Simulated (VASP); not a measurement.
A run of VASP 6.6.1:

INCAR

```
  PREC = Accurate
  ENCUT = 520
  EDIFF = 1E-6
  ISMEAR = 0
  SIGMA = 0.15
  LREAL = False
  LASPH = True
  NELM = 60
  ALGO = Normal
  ISIF = 2
  LWAVE = False
  LCHARG = False
  GGA = CA
  NBANDS = 12
```

File KPOINTS:

```
regular mesh
0
Gamma
  18 18 18
```

File POSCAR:

```
P
1.0
    1.8589810945      1.0732832353      2.6970764747
   -1.8589810945      1.0732832353      2.6970764747
    0.0000000000     -2.1465664706      2.6970764747
P
2
Direct
    0.2270802500      0.2270802500      0.2270802500
    0.7729197500      0.7729197500      0.7729197500
```

Potentials or basis: VASP PAW LDA potentials, release 64 (P).

The run is started by

```console
$ cat potpaw_LDA.64/P/POTCAR > POTCAR
$ mpirun -np 1 vasp_std > vasp.out
```

Hardware: 1 thread of Oxide Virtual Turin-like Processor (shared host).

Question: Estimate the wall time of this run.

Answer: It took 2.9 min on 1 thread of Oxide Virtual Turin-like Processor (shared host), peak memory 0.24 GiB. Counts: scf iterations 10, k points 580.
